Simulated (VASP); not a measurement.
A run of VASP 6.6.1:

The input INCAR:

```
PREC = Accurate
ENCUT = 520
EDIFF = 1E-6
ISMEAR = -1
SIGMA = 0.05
LREAL = False
LASPH = True
NELM = 60
ALGO = Normal
ISIF = 2
LWAVE = False
LCHARG = False
GGA = PS
NBANDS = 14
```

File KPOINTS:

```
regular mesh
0
Gamma
  9 9 9
```

The input POSCAR:

```
HfN
1.0
    0.0000000000      2.4141707864      2.4141707864
    2.4141707864      0.0000000000      2.4141707864
    2.4141707864      2.4141707864      0.0000000000
Hf N
1 1
Direct
    0.0000000000      0.0000000000      0.0000000000
    0.2500000000      0.2500000000      0.2500000000
```

Potentials or basis: VASP PAW PBE potentials, release 64 (Hf_pv, N).

Launch:

```bash
$ cat potpaw_PBE.64/Hf_pv/POTCAR potpaw_PBE.64/N/POTCAR > POTCAR
$ mpirun -np 1 vasp_std > vasp.out
```

Hardware: 1 thread of Intel Xeon 6975P-C (shared host).

Problem. How long does it take, and how much memory?

Solution. Run time: 9.6 s on 1 thread of Intel Xeon 6975P-C, on a shared host, peak memory 0.16 GiB. Counts: scf iterations 13, k points 35.
